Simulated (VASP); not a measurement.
# SrLi2SnS4 (I-42m) in VASP: further runs

SrLi2SnS4 is run at these levels: r2SCAN, PBE; tasks: single point.

Everything below comes from runs of VASP 6.6.1. Logs are shortened: lines on timing, memory, paths and dates and some standing lists are left out, and cuts for length are marked.

## Step 1: The cell of the first run

The structure is tetragonal, space group I-42m (No. 121). The conventional cell has a = 6.815 Å, b = 6.815 Å, c = 8.186 Å, α = 90.00°, β = 90.00°, γ = 90.00°. Within 3.3 Å of Li (site symmetry -4) lie 4 S at 2.53 Å. Within 4.1 Å of Sr (site symmetry -42m) lie 8 S at 3.15 to 3.36 Å and 8 Li at 3.98 Å and 2 Sn at 4.09 Å. Sn (site symmetry -42m) has 4 S at 2.44 Å within 3.2 Å. Within 3.2 Å of S (site symmetry m) lie 1 Sn at 2.44 Å and 2 Li at 2.53 Å and 1 Sr at 3.15 Å.

## Step 2: Single point, r2SCAN (23.77 Å³/atom)

POSCAR

```
SrLi2SnS4
1.0
   -3.4077416142      3.4077416142      4.0930970919
    3.4077416142     -3.4077416142      4.0930970919
    3.4077416142      3.4077416142     -4.0930970919
Li Sr Sn S
2 1 1 4
Direct
    0.2500000000      0.7500000000      0.5000000000
    0.7500000000      0.2500000000      0.5000000000
    0.5000000000      0.5000000000      0.0000000000
    0.0000000000      0.0000000000      0.0000000000
    0.0368209321      0.0368209321      0.4152325976
    0.9631790679      0.3784116655      0.0000000000
    0.6215883345      0.6215883345      0.5847674024
    0.3784116655      0.9631790679      0.0000000000
```

INCAR.step1

```
SYSTEM = SrLi2SnS4
PREC = Accurate
ENCUT = 520
ISMEAR = 0
SIGMA = 0.01
LREAL = .False.
LASPH = .True.
NELM = 60
NBANDS = 37
GGA = PE
ALGO = Normal
EDIFF = 1E-4
LWAVE = .True.
LCHARG = .False.
```

INCAR.step2

```
SYSTEM = SrLi2SnS4
PREC = Accurate
ENCUT = 520
EDIFF = 1E-6
ISMEAR = 0
SIGMA = 0.01
LREAL = .False.
LASPH = .True.
NELM = 60
ALGO = Normal
ISIF = 2
LWAVE = .False.
LCHARG = .False.
METAGGA = R2SCAN
LMIXTAU = .True.
NBANDS = 37
ISTART = 1
```

KPOINTS

```
regular mesh
0
Gamma
  4 4 4
  0 0 0
```

Potentials or basis: VASP PAW PBE potentials, release 64 (Li_sv, Sr_sv, Sn_d, S).

Started as:

```bash
$ cat potpaw_PBE.64/Li_sv/POTCAR potpaw_PBE.64/Sr_sv/POTCAR potpaw_PBE.64/Sn_d/POTCAR potpaw_PBE.64/S/POTCAR > POTCAR
$ cp INCAR.step1 INCAR
$ mpirun -np 1 vasp_std > vasp.out
$ cp INCAR.step2 INCAR
$ mpirun -np 1 vasp_std > vasp.out
```

OUTCAR:

```text
SYSTEM = SrLi2SnS4
   PREC = Accurate
   ENCUT = 520
   EDIFF = 1E-6
   ISMEAR = 0
   LREAL = .False.
   LASPH = .True.
   NELM = 60
   ISIF = 2
   METAGGA = R2SCAN
   ISTART = 1

 ion  position               nearest neighbor table
   1  0.250  0.750  0.500-   5 2.53   7 2.53   8 2.53   6 2.53
   2  0.750  0.250  0.500-   5 2.53   6 2.53   7 2.53   8 2.53
   3  0.500  0.500  0.000-   7 3.15   6 3.15   8 3.15   5 3.15   7 3.36   5 3.36   8 3.36   6 3.36
                             4 4.09   4 4.09
   4  0.000  0.000  0.000-   5 2.44   6 2.44   7 2.44   8 2.44   3 4.09   3 4.09
   5  0.037  0.037  0.415-   4 2.44   2 2.53   1 2.53   3 3.15   3 3.36
   6  0.963  0.378  0.000-   4 2.44   2 2.53   1 2.53   3 3.15   3 3.36
   7  0.622  0.622  0.585-   4 2.44   2 2.53   1 2.53   3 3.15   3 3.36
   8  0.378  0.963  0.000-   4 2.44   1 2.53   2 2.53   3 3.15   3 3.36

  LATTYP: Found a body centered tetragonal cell.
 ALAT       =     6.8154832284
 C/A-ratio  =     1.2011172076

  Lattice vectors:

 A1 = (  -3.4077416142,   3.4077416142,   4.0930970919)
 A2 = (   3.4077416142,  -3.4077416142,   4.0930970919)
 A3 = (   3.4077416142,   3.4077416142,  -4.0930970919)

Analysis of symmetry for initial positions (statically):
=====================================================================
 Subroutine PRICEL returns:
 Original cell was already a primitive cell.

 Routine SETGRP: Setting up the symmetry group for a
 body centered tetragonal supercell.

 Subroutine GETGRP returns: Found  8 space group operations
 (whereof  8 operations were pure point group operations)
 out of a pool of 16 trial point group operations.

The static configuration has the point symmetry D_2d.

Analysis of symmetry for dynamics (positions and initial velocities):
=====================================================================
 Subroutine PRICEL returns:
 Original cell was already a primitive cell.

 Routine SETGRP: Setting up the symmetry group for a
 body centered tetragonal supercell.

 Subroutine GETGRP returns: Found  8 space group operations
 (whereof  8 operations were pure point group operations)
 out of a pool of 16 trial point group operations.

The dynamic configuration has the point symmetry D_2d.

 Subroutine INISYM returns: Found  8 space group operations
 (whereof  8 operations are pure point group operations),
 and found     1 'primitive' translations

[... 99 lines left out ...]
   NFREE  =      0    steps in history (QN), initial steepest desc. (CG)
   ISIF   =      2    stress and relaxation
   ISYM   =      2    0-nonsym 1-usesym 2-fastsym
   POTIM  = 0.5000    time-step for ionic-motion
   TEBEG  =    0.0;   TEEND  =   0.0 temperature during run
   PSTRESS=    0.0 pullay stress
   NELECT =      54.0000    total number of electrons
   NUPDOWN=      -1.0000    fix difference up-down
   EMIN   =  10.00;   EMAX   =-10.00  energy-range for DOS
   EFERMI =   0.00;   METHOD = LEGACY
   ISMEAR =     0;   SIGMA  =   0.01  broadening in eV -4-tet -1-fermi 0-gaus
   EFERMI_NEDOS =   21; number of points for ismear=-14 and -15
   IALGO  =     38    algorithm
   IMIX   =      4    mixing-type and parameters
     AMIX     =   0.40;   BMIX     =  1.00
     AMIX_MAG =   1.60;   BMIX_MAG =  1.00
  volume/ion in A,a.u.               =      23.77       160.38
  Fermi-wavevector in a.u.,A,eV,Ry     =   1.076112  2.033558 15.755790  1.158018
  Thomas-Fermi vector in A             =   2.211988
   LORBIT       =      0    0 simple, 1 ext, 2 COOP (PROOUT), +10 PAW based schemes
   METAGGA = R2SCAN    functional components
   LHFCALC =     F    Hartree Fock is set to
   AEXX    =    0.0000 exact exchange contribution
   IVDW    =     0    specifies the selected vdW correction
   LEPSILON=     F    determine dielectric tensor
   LRPA    =     F    only Hartree local field effects (RPA)
 non-spin polarized calculation
 Gauss-broadening in eV      SIGMA  =   0.01
  energy-cutoff  :      520.00
  volume of cell :      190.13
 maximum number of plane-waves:      5137
   NGX = 23   NGY = 23   NGZ = 23

 number of electron      53.9999985 magnetization

 Free energy of the ion-electron system (eV)
  ---------------------------------------------------
  ext. energy  EPLUGINS =         0.00000000
  ---------------------------------------------------
  free energy    TOTEN  =       -88.01792555 eV

  energy without entropy =      -88.01792555  energy(sigma->0) =      -88.01792555

 E-fermi :   2.0728     XC(G=0):  -9.0316

 val. band max:        2.0239437246   @ k =   0.5000   0.5000   0.5000
 cond. band min:       4.8076970535   @ k =   0.0000   0.0000   0.0000
 fundamental gap:      2.7837533290
 Fermi energy:         2.0728432637

 k-point     1 :       0.0000    0.0000    0.0000
  band No.  band energies     occupation
      1     -44.0704      2.00000
      2     -44.0702      2.00000
      3     -33.5299      2.00000
      4     -19.4900      2.00000
      5     -19.4900      2.00000
      6     -19.4786      2.00000
[... 509 lines left out ...]
     36       9.0462      0.00000
     37       9.5118      0.00000

------------------------ aborting loop because EDIFF is reached ----------------------------------------

  FORCE on cell =-STRESS in cart. coord.  units (eV):
  Direction    XX          YY          ZZ          XY          YZ          ZX
  --------------------------------------------------------------------------------------
  -------------------------------------------------------------------------------------
  Total       -3.7985744     -3.7985744     -3.1639936      0.0000000      0.0000000      0.0000000
  in kB      -32.0100145    -32.0100145    -26.6624974      0.0000000      0.0000000      0.0000000
  external PRESSURE =     -30.2275088 kB  Pullay stress =       0.0000000 kB

 VOLUME and BASIS-vectors are now :
 -----------------------------------------------------------------------------
  energy-cutoff  :      520.00
  volume of cell :      190.13
      direct lattice vectors                 reciprocal lattice vectors
    -3.407741614  3.407741614  4.093097092     0.000000000  0.146724739  0.122156887
     3.407741614 -3.407741614  4.093097092     0.146724739  0.000000000  0.122156887
     3.407741614  3.407741614 -4.093097092     0.146724739  0.146724739  0.000000000

 POSITION                                       TOTAL-FORCE (eV/Angst)
 -----------------------------------------------------------------------------------
      3.40774     -0.00000      2.04655        -0.000000      0.000000      0.000000
     -0.00000      3.40774      2.04655        -0.000000      0.000000      0.000000
      0.00000      0.00000      4.09310         0.000000      0.000000      0.000000
      0.00000      0.00000      0.00000         0.000000      0.000000      0.000000
      1.41501      1.41501     -1.39816        -0.234710     -0.234710      0.209909
     -1.99274      1.99274      5.49126        -0.234710      0.234710     -0.209909
      1.99274      1.99274      2.69493         0.234710      0.234710      0.209909
      1.99274     -1.99274      5.49126         0.234710     -0.234710     -0.209909
 -----------------------------------------------------------------------------------
    total drift:                               -0.000129     -0.000129     -0.000112

  FREE ENERGIE OF THE ION-ELECTRON SYSTEM (eV)
  ---------------------------------------------------
  free  energy   TOTEN  =       -88.0179255497 eV

  energy  without entropy=      -88.0179255497  energy(sigma->0) =      -88.01792555
```

Run time: 3.2 min. Hardware: 1 thread of Intel Xeon 6975P-C (Granite Rapids), shared host; peak memory 0.42 GiB.

Results:

* Free energy: -88.0179 eV
* Largest force: 0.393 eV/Å
* Band gap on the k mesh: 2.78 eV

Forces in eV/Å, atoms in the order of the input:
```
Li   0.000  0.000  0.000
Li   0.000  0.000  0.000
Sr   0.000  0.000  0.000
Sn   0.000  0.000  0.000
S   -0.235 -0.235  0.210
S   -0.235  0.235 -0.210
S    0.235  0.235  0.210
S    0.235 -0.235 -0.210
```

Levels at points of the mesh, in eV from the valence-band top:
```csv
k point,band 23,band 24,band 25,band 26,band 27,band 28,band 29,band 30,band 31,band 32
"(0.00, 0.00, 0.00)",-0.89,-0.86,-0.47,-0.36,-0.36,2.78,4.40,4.96,5.43,5.79
"(0.50, 0.00, 0.00)",-1.20,-1.10,-0.81,-0.61,-0.44,3.06,4.25,5.21,5.35,5.54
"(0.50, 0.50, 0.00)",-1.23,-1.17,-1.02,-0.94,-0.48,3.16,4.72,5.11,5.14,5.30
"(0.50, 0.50, 0.50)",-1.86,-1.60,-0.43,-0.43,0.00,2.79,4.49,4.49,4.84,5.65
```

Caveat: the cutoff is under 1.25 times the usual one of these potentials, so pressure, stress and relaxed cells hold a basis-set (Pulay) error; the PAW data sets were made with another functional, which shifts forces and pressure a little; spin-orbit coupling is left out, which moves the levels of the heavy elements. A k mesh can miss the band edges.

## Step 3: Single point, PBE

This run uses another cell than the first one, of 22.42 Å³/atom.

INCAR

```
  PREC = Accurate
  ENCUT = 520
  EDIFF = 1E-6
  ISMEAR = 0
  SIGMA = 0.01
  LREAL = F
  LASPH = T
  NELM = 100
  ALGO = Normal
  ISIF = 2
  LWAVE = F
  LCHARG = F
  GGA = PE
  NBANDS = 37
```

KPOINTS

```
Automatic mesh
0
Gamma
  6 6 6
```

Changes to POSCAR since step 2:

```diff
@@ -2,5 +2,5 @@
 1.0
-   -3.4077416142      3.4077416142      4.0930970919
-    3.4077416142     -3.4077416142      4.0930970919
-    3.4077416142      3.4077416142     -4.0930970919
+   -3.3421917999      3.3421917999      4.0143640820
+    3.3421917999     -3.3421917999      4.0143640820
+    3.3421917999      3.3421917999     -4.0143640820
 Li Sr Sn S
```

Potentials or basis: VASP PAW PBE potentials, release 64 (Li_sv, Sr_sv, Sn_d, S).

Started as:

```bash
$ cat potpaw_PBE.64/Li_sv/POTCAR potpaw_PBE.64/Sr_sv/POTCAR potpaw_PBE.64/Sn_d/POTCAR potpaw_PBE.64/S/POTCAR > POTCAR
$ mpirun -np 1 vasp_std > vasp.out
```

Run time: 2 min. Hardware: 1 thread of Intel Xeon 6975P-C (Granite Rapids), shared host; peak memory 0.44 GiB.

Results (log left out):

```yaml
Free_energy: -35.6679 eV
Largest_force: 0.220 eV/Å
Band_gap_on_the_k_mesh: 2.58 eV
```

Forces in eV/Å, atoms in the order of the input:
```
Li   0.000  0.000  0.000
Li   0.000  0.000  0.000
Sr   0.000  0.000  0.000
Sn   0.000  0.000  0.000
S    0.119  0.119 -0.142
S    0.119 -0.119  0.142
S   -0.119 -0.119 -0.142
S   -0.119  0.119  0.142
```

Levels at points of the mesh, in eV from the valence-band top:
| k point | band 24 | band 25 | band 26 | band 27 | band 28 | band 29 | band 30 | band 31 |
| --- | --- | --- | --- | --- | --- | --- | --- | --- |
| (0.00, 0.00, 0.00) | -0.95 | -0.47 | -0.36 | -0.36 | 2.59 | 3.99 | 4.63 | 4.99 |
| (0.50, 0.00, 0.00) | -1.18 | -0.86 | -0.64 | -0.46 | 2.93 | 3.83 | 4.82 | 4.94 |
| (0.50, 0.50, 0.00) | -1.25 | -1.07 | -1.01 | -0.49 | 3.04 | 4.33 | 4.68 | 4.73 |
| (0.50, 0.50, 0.50) | -1.70 | -0.47 | -0.47 | 0.00 | 2.58 | 4.11 | 4.11 | 4.49 |

Caveat: the cutoff is under 1.25 times the usual one of these potentials, so pressure, stress and relaxed cells hold a basis-set (Pulay) error; spin-orbit coupling is left out, which moves the levels of the heavy elements.

[end of part 1 of 2]
